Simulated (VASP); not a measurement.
# MgO: single point with PBE

The system is MgO.

```
Mg O
1.0
     0.00000    2.30628    2.30628
     2.30628    0.00000    2.30628
     2.30628    2.30628    0.00000
Mg O
1 1
Direct
  0.00000 0.00000 0.00000
  0.25000 0.25000 0.25000
```

```
Program                : VASP 6.6.1
Task                   : single point
Functional             : PBE
Potentials or basis    : VASP PAW PBE potentials, release 64 (Mg, O)
Cutoff                 : 520 eV
k mesh                 : 8 × 8 × 8
Occupations            : gaussian, width 0.02 eV
Spin                   : no spin polarisation
Dipole correction      : no
Further INCAR settings : ALGO = Normal; EDIFF = 1e-06; NBANDS = 11
```

The pressure is -0.4 GPa. The band gap on the k mesh is 3.46 eV, direct.

Levels at points of the mesh, in eV from the valence-band top:
| k point | band 1 | band 2 | band 3 | band 4 | band 5 | band 6 | band 7 | band 8 | band 9 |
| --- | --- | --- | --- | --- | --- | --- | --- | --- | --- |
| (0.00, 0.00, 0.00) | -15.81 | 0.00 | 0.00 | 0.00 | 3.46 | 16.47 | 16.47 | 16.47 | 20.02 |
| (0.50, 0.00, 0.00) | -15.19 | -2.96 | -0.18 | -0.18 | 8.56 | 9.45 | 14.38 | 14.38 | 19.24 |
| (0.50, 0.50, 0.00) | -15.00 | -2.44 | -0.73 | -0.73 | 6.18 | 11.39 | 13.66 | 16.30 | 16.30 |

It took 8.3 s on 1 thread of Intel Xeon 8259CL (shared host), peak memory 0.14 GiB.

Expect the measured gap to be larger: semilocal functionals such as PBE lack the derivative discontinuity.
